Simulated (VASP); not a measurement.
# InH2F3 (R-3m) in VASP: vibrations by perturbation theory with PBE

Aim: the vibrations by perturbation theory of InH2F3 with PBE.

Program: VASP 6.6.1. These are calculated values, not measurements. Logs are shortened: lines on timing, memory, paths and dates and some standing lists are left out, and cuts for length are marked.

## Step 1: The cell of the first run

Symmetry: R-3m, No. 166, trigonal system. Conventional cell: a = 5.927 Å, b = 5.927 Å, c = 7.358 Å, α = 90.00°, β = 90.00°, γ = 120.00°. Within 2.8 Å of In (site symmetry -3m) lie 6 F at 2.10 Å. Within 1.0 Å of H (site symmetry 3m) lie 1 H at 0.75 Å. Within 2.8 Å of F (site symmetry 2/m) lie 2 In at 2.10 Å and 2 H at 2.69 Å.

## Step 2: Vibrations by perturbation theory, PBE

File INCAR:

```
SYSTEM = InH2F3
PREC     = Accurate       ! precision mode
ENCUT    = 520            ! plane-wave cutoff, eV
EDIFF    = 1E-8           ! SCF threshold, eV
ISMEAR   = 0              ! smearing method
SIGMA    = 0.01           ! smearing width, eV
LREAL    = .FALSE.        ! projectors in reciprocal space
LASPH    = .TRUE.         ! aspherical terms in the spheres
NELM     = 80             ! most SCF steps
ALGO     = Normal         ! electronic algorithm
ISIF     = 2              ! what is computed and relaxed
LWAVE    = .FALSE.        ! write WAVECAR
LCHARG   = .FALSE.        ! write CHGCAR
GGA      = PE             ! functional
NBANDS   = 27             ! bands
IBRION   = 8              ! ionic algorithm
NSW      = 1              ! ionic steps
LEPSILON = .TRUE.         ! dielectric tensor by DFPT
```

File KPOINTS:

```
regular mesh
0
G
  6 6 6
  0 0 0
```

File POSCAR:

```
InH2F3
1.0
    2.9633248401      1.7108763941      2.4526828413
   -2.9633248401      1.7108763941      2.4526828413
    0.0000000000     -3.4217527882      2.4526828412
In H F
1 2 3
Direct
    0.5000000000      0.5000000000      0.5000000000
    0.0507684906      0.0507684906      0.0507684906
    0.9492315094      0.9492315094      0.9492315094
    0.5000000000      0.0000000000      0.5000000000
    0.0000000000      0.5000000000      0.5000000000
    0.5000000000      0.5000000000      0.0000000000
```

Potentials or basis: VASP PAW PBE potentials, release 64 (In_d, H, F).

Started as:

```console
$ cat potpaw_PBE.64/In_d/POTCAR potpaw_PBE.64/H/POTCAR potpaw_PBE.64/F/POTCAR > POTCAR
$ mpirun -np 1 vasp_std > vasp.out
```

OUTCAR:

```text
SYSTEM = InH2F3
   PREC = Accurate
   ENCUT = 520
   EDIFF = 1E-8
   ISMEAR = 0
   LREAL = .FALSE.
   LASPH = .TRUE.
   NELM = 80
   ISIF = 2
   GGA = PE
   IBRION = 8
   NSW = 1
   LEPSILON = .TRUE.

 ion  position               nearest neighbor table
   1  0.500  0.500  0.500-   6 2.10   6 2.10   4 2.10   5 2.10   4 2.10   5 2.10
   2  0.051  0.051  0.051-   3 0.75
   3  0.949  0.949  0.949-   2 0.75
   4  0.500  0.000  0.500-   1 2.10   1 2.10
   5  0.000  0.500  0.500-   1 2.10   1 2.10
   6  0.500  0.500  0.000-   1 2.10   1 2.10

  LATTYP: Found a trigonal (rhomboedric) cell.
 ALAT       =     4.2099934993
 COS(alpha) =     0.0091094920

  Lattice vectors:

 A1 = (   2.9633248401,   1.7108763941,   2.4526828413)
 A2 = (  -2.9633248401,   1.7108763941,   2.4526828413)
 A3 = (   0.0000000000,  -3.4217527882,   2.4526828412)

Analysis of symmetry for initial positions (statically):
=====================================================================
 Subroutine PRICEL returns:
 Original cell was already a primitive cell.

 Routine SETGRP: Setting up the symmetry group for a
 trigonal (rhombohedral) supercell.

 Subroutine GETGRP returns: Found 12 space group operations
[... 1051 lines left out ...]
  1Z     0.000000   -0.000000  -12.575433   -0.000000    0.000000    0.109339   -0.000000    0.000000    0.109339   -5.193516    2.998478    4.118918    5.193516    2.998478    4.118918    0.000000   -5.996955    4.118918
  2X     0.016367   -0.000000   -0.000000   -0.162502   -0.000000   -0.000000   -0.105228   -0.000000    0.000000    0.045996    0.065457    0.037103    0.045996   -0.065457   -0.037103    0.159371   -0.000000    0.000000
  2Y     0.000000    0.016367    0.000000    0.000000   -0.162502   -0.000000    0.000000   -0.105228   -0.000000    0.065457    0.121579   -0.021422   -0.065457    0.121579   -0.021422   -0.000000    0.008205    0.042843
  2Z     0.000000    0.000000    0.096559    0.000000   -0.000000  -35.170804    0.000000   -0.000000   34.851861    0.041383   -0.023893    0.074128   -0.041383   -0.023893    0.074128    0.000000    0.047785    0.074128
  3X     0.016367   -0.000000   -0.000000   -0.105228   -0.000000    0.000000   -0.162502   -0.000000   -0.000000    0.045996    0.065457    0.037103    0.045996   -0.065457   -0.037103    0.159371   -0.000000    0.000000
  3Y     0.000000    0.016367    0.000000    0.000000   -0.105228   -0.000000    0.000000   -0.162502   -0.000000    0.065457    0.121579   -0.021422   -0.065457    0.121579   -0.021422   -0.000000    0.008205    0.042843
  3Z     0.000000    0.000000    0.096559    0.000000   -0.000000   34.851861    0.000000   -0.000000  -35.170804    0.041383   -0.023893    0.074128   -0.041383   -0.023893    0.074128    0.000000    0.047785    0.074128
  4X     6.033029   -3.592342   -5.198998    0.031542    0.065535    0.041960    0.031542    0.065535    0.041960   -8.246314    4.001323    5.770946    1.543087    0.008176    0.017649    0.607114   -0.548227   -0.673517
  4Y    -3.592342    1.884949    3.001643    0.065535    0.107215   -0.024226    0.065535    0.107215   -0.024226    4.001323   -3.625984   -3.331857   -0.007843    0.295315    0.787901   -0.532208    1.231288   -0.409235
  4Z    -5.129435    2.961480    4.106631    0.037097   -0.021418    0.074131    0.037097   -0.021418    0.074131    5.755377   -3.322868   -6.027386   -0.014709    0.782970    0.886246   -0.685427   -0.378746    0.886246
  5X     6.033029    3.592342    5.198998    0.031542   -0.065535   -0.041960    0.031542   -0.065535   -0.041960    1.543087   -0.008176   -0.017649   -8.246314   -4.001323   -5.770946    0.607114    0.548227    0.673517
  5Y     3.592342    1.884949    3.001643   -0.065535    0.107215   -0.024226   -0.065535    0.107215   -0.024226    0.007843    0.295315    0.787901   -4.001323   -3.625984   -3.331857    0.532208    1.231288   -0.409235
  5Z     5.129435    2.961480    4.106631   -0.037097   -0.021418    0.074131   -0.037097   -0.021418    0.074131    0.014709    0.782970    0.886246   -5.755377   -3.322868   -6.027386    0.685427   -0.378746    0.886246
  6X    -0.189090    0.000000    0.000000    0.145052    0.000000    0.000000    0.145052    0.000000    0.000000    0.607403   -0.532375   -0.691167    0.607403    0.532375    0.691167   -1.315819    0.000000    0.000000
  6Y     0.000000    8.107069   -6.003286    0.000000   -0.006294    0.048451    0.000000   -0.006294    0.048451   -0.548394    1.230999   -0.378666    0.548394    1.230999   -0.378666    0.000000  -10.556479    6.663714
  6Z     0.000000   -5.922961    4.106631    0.000000    0.042836    0.074131    0.000000    0.042836    0.074131   -0.670717   -0.404224    0.886246    0.670717   -0.404224    0.886246    0.000000    6.645736   -6.027386

 Eigenvectors and eigenvalues of the dynamical matrix
 ----------------------------------------------------

   1 f  =  130.818764 THz   821.958536 2PiTHz 4363.644268 cm-1   541.022693 meV
             X         Y         Z           dx          dy          dz
      0.000000  0.000000  3.679024    -0.000000   -0.000000    0.000000
      0.000000  0.000000  0.373557    -0.000000    0.000000    0.707107
      0.000000  0.000000  6.984492    -0.000000   -0.000000   -0.707107
      1.481662 -0.855438  2.452683     0.000000    0.000000   -0.000000
     -1.481662 -0.855438  2.452683    -0.000000    0.000000   -0.000000
      0.000000  1.710876  2.452683     0.000000    0.000000    0.000000
[... 145 lines left out ...]
  18 f/i=    0.053614 THz     0.336866 2PiTHz    1.788369 cm-1     0.221729 meV
             X         Y         Z           dx          dy          dz
      0.000000  0.000000  3.679024     0.773658    0.236900   -0.000000
      0.000000  0.000000  0.373557     0.069985    0.021430   -0.000000
      0.000000  0.000000  6.984492     0.069985    0.021430   -0.000000
      1.481662 -0.855438  2.452683     0.319167    0.098494    0.002151
     -1.481662 -0.855438  2.452683     0.318797    0.097284   -0.003075
      0.000000  1.710876  2.452683     0.320030    0.097568    0.000924

--------------------------------------------------------------------------------------------------------

 MACROSCOPIC STATIC DIELECTRIC TENSOR IONIC CONTRIBUTION
 ------------------------------------------------------
           4.408357    -0.000000     0.000000
          -0.000000     4.408357     0.000000
           0.000000     0.000000     4.352618
 ------------------------------------------------------

 ELASTIC MODULI CONTR FROM IONIC RELAXATION (kBar)
 Direction    XX          YY          ZZ          XY          YZ          ZX
 --------------------------------------------------------------------------------
 XX        -105.9024    105.6742      6.6538     -0.0000    -90.0983     -0.0000
 YY         105.6742   -105.9024      6.6538      0.0000     90.0983      0.0000
 ZZ           6.6538      6.6538   -387.9452     -0.0000     -0.0000     -0.0000
 XY          -0.0000      0.0000     -0.0000   -105.7883     -0.0000    -90.1077
 YZ         -90.0983     90.0983     -0.0000     -0.0000    -76.7353     -0.0000
 ZX          -0.0000      0.0000     -0.0000    -90.1077     -0.0000    -76.7514
 --------------------------------------------------------------------------------

 PIEZOELECTRIC TENSOR IONIC CONTR  for field in x, y, z        (C/m^2)
          XX          YY          ZZ          XY          YZ          ZX
  --------------------------------------------------------------------------------
  x    -0.00000     0.00000     0.00000     0.00000    -0.00000     0.00000
  y    -0.00000     0.00000     0.00000     0.00000    -0.00000     0.00000
  z    -0.00000     0.00000    -0.00000    -0.00000    -0.00000    -0.00000
```

OSZICAR:

```text
N       E                     dE             d eps       ncg     rms          rms(c)
DAV:   1     0.375987501732E+03    0.37599E+03   -0.18050E+04  1747   0.154E+03
DAV:   2     0.132550819405E+02   -0.36273E+03   -0.33694E+03  1906   0.427E+02
DAV:   3    -0.264125147758E+02   -0.39668E+02   -0.39325E+02  1934   0.143E+02
[... 273 lines left out ...]
RMM:   6    -0.539304014319E+00    0.22423E-04   -0.87597E-06  6359   0.185E-02    0.427E-03
RMM:   7    -0.539309570251E+00   -0.55559E-05   -0.16181E-06  7202   0.739E-03    0.410E-03
RMM:   8    -0.539304020240E+00    0.55500E-05   -0.33654E-07  6414   0.306E-03    0.188E-03
RMM:   9    -0.539314969701E+00   -0.10949E-04   -0.58153E-08  6505   0.131E-03    0.111E-03
RMM:  10    -0.539314960700E+00    0.90010E-08   -0.24420E-08  7411   0.554E-04    0.120E-03
 Linear response finished
```

stdout:

```text
POSCAR found type information on POSCAR InH F
 POSCAR found :  3 types and       6 ions
 scaLAPACK will be used
 LDA part: xc-table for (Slater+PW92), standard interpolation
 POSCAR, INCAR and KPOINTS ok, starting setup
 FFT: planning ... GRIDC
 FFT: planning ... GRID_SOFT
 FFT: planning ... GRID
 WAVECAR not read
 entering main loop
[... 40 lines left out ...]
 force on displaced ion       2 direction 3 :   0.000  -0.000 -35.171
 Born effective charge ion    2 direction 3 :   0.000   0.000   0.020
 Linear response progress:
 first order change of Fermi-energy  -0.13269E-02
 force on displaced ion       4 direction 1 :  -8.246   4.001   5.771
 Born effective charge ion    4 direction 1 :  -1.346   0.370   0.487
 Linear response progress:
 first order change of Fermi-energy  -0.29388E-02
 force on displaced ion       4 direction 3 :   5.755  -3.323  -6.027
 Born effective charge ion    4 direction 3 :   0.507  -0.293  -1.159
 Born effective charges drift removed
 Linear response finished
```

It took 17 min on 1 thread of AMD EPYC 9R45 (Zen 5), shared host; peak memory 0.65 GiB.

Results:

* Electronic dielectric tensor (diagonal): 2.27, 2.27, 2.36
* Born charges (mean of the diagonal): In +3.40; H +0.01; F -1.14 e
* Highest phonon frequency at Γ, LO-TO splitting left out: 4364 cm⁻¹

Phonon frequencies in cm⁻¹ (negative: imaginary):
| q point | frequencies |
| --- | --- |
| (0.000, 0.000, 0.000) | -2 -2 -1 120 121 121 125 125 136 136 144 278 278 299 496 496 500 4364 |

Electronic dielectric tensor:
```
2.27 0.00 0.00
0.00 2.27 0.00
0.00 0.00 2.36
```

Born effective charge tensors (e):
atom 1, In
```
3.39 0.00 0.00
0.00 3.39 0.00
0.00 0.00 3.43
```
atom 2, H
```
0.00 0.00 0.00
0.00 0.00 0.00
0.00 0.00 0.02
```
atom 3, H
```
0.00 0.00 0.00
0.00 0.00 0.00
0.00 0.00 0.02
```
atom 4, F
```
-1.35  0.37  0.51
 0.37 -0.92 -0.29
 0.49 -0.28 -1.16
```
atom 5, F
```
-1.35 -0.37 -0.51
-0.37 -0.92 -0.29
-0.49 -0.28 -1.16
```
atom 6, F
```
-0.70  0.00  0.00
 0.00 -1.56  0.59
 0.00  0.56 -1.16
```

Caveat: spin-orbit coupling is left out, which moves the levels of the heavy elements.
